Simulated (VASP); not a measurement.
# Si in VASP: a series of runs

Si is run at these levels: PBE+D3(BJ); tasks: single point.

Program: VASP 6.6.1. These are calculated values, not measurements. Logs are shortened: lines on timing, memory, paths and dates and some standing lists are left out, and cuts for length are marked.

## Step 1: The cell of the first run

The cell holds a slab with vacuum, 4 atoms: a = 3.848 Å, b = 3.848 Å, c = 18.442 Å, α = 90.00°, β = 90.00°, γ = 120.00°.

## Step 2: Single point, PBE+D3(BJ)

INCAR reads:

```
SYSTEM = Si
ALGO     = Normal         ! electronic algorithm
DIPOL    = 0.5 0.5 0.389
EDIFF    = 1E-6           ! SCF threshold, eV
ENCUT    = 520            ! plane-wave cutoff, eV
GGA      = PE             ! functional
IDIPOL   = 3            
ISIF     = 2              ! what is computed and relaxed
ISMEAR   = 0              ! smearing method
IVDW     = 12             ! dispersion correction
LASPH    = .TRUE.         ! aspherical terms in the spheres
LCHARG   = .FALSE.        ! write CHGCAR
LDIPOL   = .TRUE.       
LREAL    = .FALSE.        ! projectors in reciprocal space
LWAVE    = .FALSE.        ! write WAVECAR
NBANDS   = 16             ! bands
NELM     = 80             ! most SCF steps
PREC     = Accurate       ! precision mode
SIGMA    = 0.1            ! smearing width, eV
```

KPOINTS reads:

```
k-points
0
G
  9 9 1
  0 0 0
```

POSCAR reads:

```
Si
1.0
    3.8475254764      0.0000000000      0.0000000000
   -1.9237627382      3.3320548043      0.0000000000
    0.0000000000      0.0000000000     18.4415958250
Si
4
Direct
    0.3333333333      0.6666666667      0.2695427207
    0.6666666667      0.3333333333      0.2440135899
    0.0000000000      1.5000000000      0.5336629172
    0.3333333333      1.1666666667      0.5081337863
```

Potentials or basis: VASP PAW PBE potentials, release 64 (Si).

Run with:

```sh
$ cat potpaw_PBE.64/Si/POTCAR > POTCAR
$ mpirun -np 1 vasp_std > vasp.out
```

OUTCAR:

```text
SYSTEM = Si
   EDIFF = 1E-6
   ENCUT = 520
   GGA = PE
   ISIF = 2
   ISMEAR = 0
   IVDW = 12
   LASPH = .TRUE.
   LREAL = .FALSE.
   NELM = 80
   PREC = Accurate
 IVDW          = 12

 ion  position               nearest neighbor table
   1  0.333  0.667  0.270-   2 2.27   2 2.27   2 2.27
   2  0.667  0.333  0.244-   1 2.27   1 2.27   1 2.27
   3  0.000  0.500  0.534-   4 2.27   4 2.27   4 2.27
   4  0.333  0.167  0.508-   3 2.27   3 2.27   3 2.27

  LATTYP: Found a hexagonal cell.
 ALAT       =     3.8475254764
 C/A-ratio  =     4.7931055787

  Lattice vectors:

 A1 = (   3.8475254764,   0.0000000000,   0.0000000000)
 A2 = (  -1.9237627382,   3.3320548043,   0.0000000000)
 A3 = (   0.0000000000,   0.0000000000,  18.4415958250)

Analysis of symmetry for initial positions (statically):
=====================================================================
 Subroutine PRICEL returns:
 Original cell was already a primitive cell.

 Routine SETGRP: Setting up the symmetry group for a
 hexagonal supercell.

 Subroutine GETGRP returns: Found  4 space group operations
 (whereof  2 operations were pure point group operations)
 out of a pool of 24 trial point group operations.

The static configuration has the point symmetry C_1h.
 The point group associated with its full space group is C_2h.

Analysis of symmetry for dynamics (positions and initial velocities):
=====================================================================
 Subroutine PRICEL returns:
 Original cell was already a primitive cell.

 Routine SETGRP: Setting up the symmetry group for a
 hexagonal supercell.

 Subroutine GETGRP returns: Found  4 space group operations
 (whereof  2 operations were pure point group operations)
 out of a pool of 24 trial point group operations.

The dynamic configuration has the point symmetry C_1h.
 The point group associated with its full space group is C_2h.

 Subroutine INISYM returns: Found  4 space group operations
 (whereof  2 operations are pure point group operations),
 and found     1 'primitive' translations

----------------------------------------------------------------------------------------

                                     Primitive cell

  volume of cell :     236.4243

  direct lattice vectors                    reciprocal lattice vectors
     3.847525476  0.000000000  0.000000000     0.259907311  0.150057556  0.000000000
    -1.923762738  3.332054804  0.000000000     0.000000000  0.300115112  0.000000000
     0.000000000  0.000000000 18.441595825     0.000000000  0.000000000  0.054225242

  length of vectors
     3.847525476  3.847525476 18.441595825     0.300115112  0.300115112  0.054225242

  position of ions in fractional coordinates (direct lattice)
     0.333333333  0.666666667  0.269542721
     0.666666667  0.333333333  0.244013590
     0.000000000  0.500000000  0.533662917
     0.333333333  0.166666667  0.508133786

  ion indices of the primitive-cell ions
   primitive index   ion index
                 1           1
                 2           2
                 3           3
                 4           4

----------------------------------------------------------------------------------------

 KPOINTS: k-points

Automatic generation of k-mesh.
 Grid dimensions read from file:
 generate k-points for:    9    9    1

 Generating k-lattice:

  Cartesian coordinates                     Fractional coordinates (reciprocal lattice)
     0.028878590  0.016673062  0.000000000     0.111111111  0.000000000  0.000000000
     0.000000000  0.033346124  0.000000000     0.000000000  0.111111111  0.000000000
     0.000000000  0.000000000  0.054225242     0.000000000  0.000000000  1.000000000

  Length of vectors
     0.033346124  0.033346124  0.054225242

  Shift w.r.t. Gamma in fractional coordinates (k-lattice)
     0.000000000  0.000000000  0.000000000

 Subroutine IBZKPT returns following result:
 ===========================================

 Found     25 irreducible k-points:

 Following reciprocal coordinates:
            Coordinates               Weight
  0.000000  0.000000  0.000000      1.000000
  0.111111  0.000000  0.000000      2.000000
  0.000000  0.111111  0.000000      4.000000
  0.222222 -0.000000  0.000000      2.000000
  0.000000  0.222222  0.000000      4.000000
  0.333333  0.000000  0.000000      2.000000
[... 16 lines left out ...]
 -0.222222 -0.444444  0.000000      4.000000
  0.444444  0.333333  0.000000      4.000000
   k-points           NKPTS =     25   k-points in BZ     NKDIM =     25   number of bands    NBANDS=     16
   number of dos      NEDOS =    301   number of ions     NIONS =      4
   total plane-waves  NPLWV = 126000
   dimension x,y,z NGX =    30 NGY =   30 NGZ =  140
   dimension x,y,z NGXF=    60 NGYF=   60 NGZF=  280
   ions per type =               4
   NGX,Y,Z   is equivalent  to a cutoff of  12.96, 12.96, 12.62 a.u.
   NGXF,Y,Z  is equivalent  to a cutoff of  25.93, 25.93, 25.24 a.u.
 SYSTEM =  Si
   PREC   = accura    normal or accurate (medium, high low for compatibility)
   ISTART =      0    job   : 0-new  1-cont  2-samecut
   ICHARG =      2    charge: 1-file 2-atom 10-const
   ISPIN  =      1    spin polarized calculation?
   LNONCOLLINEAR =      F non collinear calculations
   LSORBIT =      F    spin-orbit coupling
   LASPH  =      T    aspherical Exc in radial PAW
   ENCUT  =  520.0 eV  38.22 Ry    6.18 a.u.   7.15  7.15 34.29*2*pi/ulx,y,z
   NELM   =     80;   NELMIN=  2; NELMDL= -5     # of ELM steps
   EDIFF  = 0.1E-05   stopping-criterion for ELM
   LREAL  =      F    real-space projection
   EDIFFG = 0.1E-04   stopping-criterion for IOM
   NSW    =      0    number of steps for IOM
   IBRION =     -1    ionic relax: 0-MD 1-quasi-New 2-CG
   NFREE  =      0    steps in history (QN), initial steepest desc. (CG)
   ISIF   =      2    stress and relaxation
   ISYM   =      2    0-nonsym 1-usesym 2-fastsym
   POTIM  = 0.5000    time-step for ionic-motion
   TEBEG  =    0.0;   TEEND  =   0.0 temperature during run
   PSTRESS=    0.0 pullay stress
   NELECT =      16.0000    total number of electrons
   NUPDOWN=      -1.0000    fix difference up-down
   EMIN   =  10.00;   EMAX   =-10.00  energy-range for DOS
   EFERMI =   0.00;   METHOD = LEGACY
   ISMEAR =     0;   SIGMA  =   0.10  broadening in eV -4-tet -1-fermi 0-gaus
   EFERMI_NEDOS =   21; number of points for ismear=-14 and -15
   IALGO  =     38    algorithm
   IMIX   =      4    mixing-type and parameters
     AMIX     =   0.40;   BMIX     =  1.00
     AMIX_MAG =   1.60;   BMIX_MAG =  1.00
  volume/ion in A,a.u.               =      59.11       398.87
  Fermi-wavevector in a.u.,A,eV,Ry     =   0.667141  1.260713  6.055637  0.445077
  Thomas-Fermi vector in A             =   1.741657
   LORBIT       =      0    0 simple, 1 ext, 2 COOP (PROOUT), +10 PAW based schemes
   GGA     = PE    functional components
   LHFCALC =     F    Hartree Fock is set to
   AEXX    =    0.0000 exact exchange contribution
   IVDW    =    12    specifies the selected vdW correction
   LEPSILON=     F    determine dielectric tensor
   LRPA    =     F    only Hartree local field effects (RPA)
 non-spin polarized calculation
 Gauss-broadening in eV      SIGMA  =   0.10
  energy-cutoff  :      520.00
  volume of cell :      236.42
 maximum number of plane-waves:      6399
 NGX is ok and might be reduce to    30
   NGX = 15   NGY = 15   NGZ = 69

 dipolmoment           0.000000      0.000000      0.000118 electrons x Angstroem

 number of electron      16.0000002 magnetization

 dipolmoment           0.000000      0.000000     -0.000005 electrons x Angstroem

 Free energy of the ion-electron system (eV)
  ---------------------------------------------------
  ext. energy  EPLUGINS =         0.00000000
  ---------------------------------------------------
  free energy    TOTEN  =       -19.14674209 eV

  energy without entropy =      -19.14632598  energy(sigma->0) =      -19.14653403

 E-fermi :  -0.9948     XC(G=0):  -4.2847

 val. band max:       -1.1444453529   @ k =   0.3333   0.3333   0.0000
 cond. band min:      -0.8399905266   @ k =   0.3333   0.3333   0.0000
 fundamental gap:      0.3044548262
 Fermi energy:        -0.9947957887

 k-point     1 :       0.0000    0.0000    0.0000
  band No.  band energies     occupation
      1     -12.1176      2.00000
      2     -12.0739      2.00000
      3      -4.4477      2.00000
      4      -3.9399      2.00000
      5      -2.1875      2.00000
      6      -2.1825      2.00000
[... 8 lines left out ...]
     15       2.0520      0.00000
     16       2.3452      0.00000

 k-point     2 :       0.1111    0.0000    0.0000
  band No.  band energies     occupation
      1     -11.9720      2.00000
      2     -11.9285      2.00000
      3      -4.3446      2.00000
      4      -3.8745      2.00000
      5      -3.1556      2.00000
      6      -3.1084      2.00000
[... 8 lines left out ...]
     15       2.5724      0.00000
     16       2.5816      0.00000

 k-point     3 :       0.0000    0.1111    0.0000
  band No.  band energies     occupation
      1     -11.9720      2.00000
      2     -11.9285      2.00000
      3      -4.3419      2.00000
      4      -3.8788      2.00000
      5      -3.1479      2.00000
      6      -3.1156      2.00000
[... 8 lines left out ...]
     15       2.5774      0.00000
     16       2.5778      0.00000
[... 362 lines left out ...]
 k-point    23 :      -0.2222   -0.4444    0.0000
  band No.  band energies     occupation
      1      -9.6206      2.00000
      2      -9.5872      2.00000
      3      -8.0696      2.00000
      4      -8.0409      2.00000
      5      -5.0557      2.00000
      6      -5.0334      2.00000
[... 8 lines left out ...]
     15       4.5929      0.00000
     16       5.1530      0.00000

 k-point    24 :       0.4444    0.3333    0.0000
  band No.  band energies     occupation
      1      -9.6216      2.00000
      2      -9.5867      2.00000
      3      -8.0712      2.00000
      4      -8.0386      2.00000
      5      -5.0586      2.00000
      6      -5.0308      2.00000
[... 8 lines left out ...]
     15       4.6528      0.00000
     16       5.1168      0.00000

 [... further k-points ...]

------------------------ aborting loop because EDIFF is reached ----------------------------------------

 vacuum level on the upper side and lower side of the slab       (xc-potential included)        -0.166        -0.168

 Edisp (eV)   -0.91136

 E8    (eV) :    -0.3858

  FORCE on cell =-STRESS in cart. coord.  units (eV):
  Direction    XX          YY          ZZ          XY          YZ          ZX
  --------------------------------------------------------------------------------------
  -------------------------------------------------------------------------------------
  Total      -0.11546    -0.13029    -0.65725     0.01284    -0.00702    -0.01217
  in kB      -0.78243    -0.88293    -4.45397     0.08704    -0.04761    -0.08246
  external pressure =       -2.04 kB  Pullay stress =        0.00 kB

 VOLUME and BASIS-vectors are now :
 -----------------------------------------------------------------------------
  energy-cutoff  :      520.00
  volume of cell :      236.42
      direct lattice vectors                 reciprocal lattice vectors
     3.847525476  0.000000000  0.000000000     0.259907311  0.150057556  0.000000000
    -1.923762738  3.332054804  0.000000000     0.000000000  0.300115112  0.000000000
     0.000000000  0.000000000 18.441595825     0.000000000  0.000000000  0.054225242

 POSITION                                       TOTAL-FORCE (eV/Angst)
 -----------------------------------------------------------------------------------
     -0.00000      2.22137      4.97080        -0.002169     -0.001252      0.092625
      1.92376      1.11068      4.50000         0.004059      0.002343      0.042085
     -0.96188      1.66603      9.84160        -0.004059     -0.002343     -0.042085
      0.96188      0.55534      9.37080         0.002169      0.001252     -0.092625
 -----------------------------------------------------------------------------------
    total drift:                                0.000000     -0.000000     -0.000065

  FREE ENERGIE OF THE ION-ELECTRON SYSTEM (eV)
  ---------------------------------------------------
  free  energy   TOTEN  =       -20.0581031313 eV

  energy  without entropy=      -20.0576870202  energy(sigma->0) =      -20.05789508

 vacuum level on the upper side and lower side of the slab         3.480         3.479
```

Wall time 2.1 min (1 thread of Intel Xeon 6975P-C (Granite Rapids), shared host); peak memory 0.35 GiB.

Results:

```yaml
Free_energy: -20.0581 eV
Largest_force: 0.093 eV/Å
Band_gap_on_the_k_mesh: 0.30 eV, direct
Dispersion_energy_per_atom: -0.228 eV
```

Forces on the atoms (eV/Å):
```
Si  -0.002 -0.001  0.093
Si   0.004  0.002  0.042
Si  -0.004 -0.002 -0.042
Si   0.002  0.001 -0.093
```

Levels at points of the mesh, in eV from the valence-band top:
| k point | band 6 | band 7 | band 8 | band 9 | band 10 | band 11 |
| --- | --- | --- | --- | --- | --- | --- |
| (0.00, 0.00, 0.00) | -1.04 | -1.03 | -1.03 | 2.20 | 2.21 | 2.35 |

## Step 3: Single point, PBE+D3(BJ)

INCAR reads:

```
SYSTEM = Si
PREC = Accurate
ENCUT = 520
EDIFF = 1E-6
ISMEAR = 0
SIGMA = 0.1
LREAL = .FALSE.
LASPH = .TRUE.
NELM = 100
ALGO = Normal
ISIF = 2
LWAVE = .FALSE.
LCHARG = .FALSE.
LDIPOL = .TRUE.
IDIPOL = 3
DIPOL = 0.5 0.5 0.389
GGA = PE
IVDW = 12
NBANDS = 16
```

KPOINTS reads:

```
Automatic mesh
0
G
  9 9 1
  0 0 0
```

POSCAR, as its differences from that of step 2:

```diff
@@ -10,3 +10,3 @@
     0.6666666667      0.3333333333      0.2440135899
-    0.0000000000      1.5000000000      0.5336629172
-    0.3333333333      1.1666666667      0.5081337863
+    0.1666666667      1.3333333333      0.5336629172
+    0.5000000000      1.0000000000      0.5081337863
```

Potentials or basis: VASP PAW PBE potentials, release 64 (Si).

Run with:

```sh
$ cat potpaw_PBE.64/Si/POTCAR > POTCAR
$ mpirun -np 1 vasp_std > vasp.out
```

It took 2 min on 1 thread of Intel Xeon 6975P-C (Granite Rapids), shared host; peak memory 0.37 GiB.

The run converged. Its results:

```
Free energy                : -20.0647 eV
Largest force              : 0.110 eV/Å
Band gap on the k mesh     : 0.20 eV, direct
Dispersion energy per atom : -0.228 eV
```

Forces on the atoms (eV/Å):
```
Si   0.000  0.012  0.109
Si   0.000  0.005  0.039
Si   0.000 -0.005 -0.039
Si   0.000 -0.012 -0.109
```

Levels at points of the mesh, in eV from the valence-band top:
```csv
k point,band 5,band 6,band 7,band 8,band 9,band 10,band 11,band 12
"(0.00, 0.00, 0.00)",-1.09,-1.09,-1.09,-1.09,2.15,2.16,2.29,3.13
```

(Part 1 of 2 ends here.)
